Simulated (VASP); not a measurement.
Runs of VASP 6.6.1 on PbSe. The structure is that of space group F-43m (No. 216), or close to it. The cells are those of the table. 

| task | level | cell | cutoff (eV) | gap on the mesh (eV) | pressure (GPa) | relaxed volume (Å³/atom) |
| --- | --- | --- | --- | --- | --- | --- |
| relaxation of cell and atoms | PBEsol | relaxed from a = 4.311 Å, angles 60.0°, 2 atoms | 500 | 0.61 | 0.0 | 39.01 |
| single point | PBEsol | a = 4.797 Å, angles 60.0°, 2 atoms | 500 | 0.61 | 0.0 | - |
| relaxation of cell and atoms | r2SCAN+rVV10 | relaxed from a = 4.797 Å, angles 60.0°, 2 atoms | 550 | 0.83 | 0.0 | 39.52 |
| single point | r2SCAN+rVV10 | a = 4.813 Å, angles 60.0°, 2 atoms | 550 | 0.83 | (a) | - |

Alike in all rows: potentials or basis VASP PAW PBE potentials, release 64 (Pb_d, Se); no spin polarisation; k mesh 6 × 6 × 6; smearing fermi-dirac 0.03 eV.

Q: Estimate the missing entries.

A: (a) 0.1.

Caveats: the PAW data sets were made with another functional, which shifts forces and pressure a little; spin-orbit coupling is left out, which moves the levels of the heavy elements; the volume moved by over 15 % at a fixed basis, so the end points are rough (some runs).

A k mesh can miss the band edges, and the runs leave out spin-orbit coupling on Pb, Se.
